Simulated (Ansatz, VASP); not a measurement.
Two plane-wave programs on Ti

```xyz
1
Lattice="2.7182 0.0000 0.0000 -1.3591 2.3540 0.0000 0.0000 0.0000 2.7270" Properties=species:S:1:pos:R:3 pbc="T T T"
Ti    0.0000    0.0000    0.0000
```

Alike in both runs: functional r2SCAN; k mesh 24 × 24 × 22; occupations gaussian, width 0.1 eV; no spin polarisation.

Ansatz relaxed the structure, and its values are those at the end. VASP's run is a single point on that final structure, the one shown.

|  | VASP | Ansatz |
| --- | --- | --- |
| version | VASP 6.6.1 | Ansatz 0.2.0 |
| potentials or method | VASP PAW PBE potentials, release 64 (Ti_sv), cutoff 520 eV | scalar-relativistic, plane waves, PAW |
| valence electrons in the cell | 12 | 12 |

|  | VASP | Ansatz | Ansatz less VASP |
| --- | --- | --- | --- |
| gap on the k mesh at the Fermi level (eV) | none | none | - |
| pressure (GPa) | 0.4 | 0.0 | -0.40 |

VASP's potentials were made for PBE, not for r2SCAN. A gap of «none» marks a metal or a gap that the smearing closes.
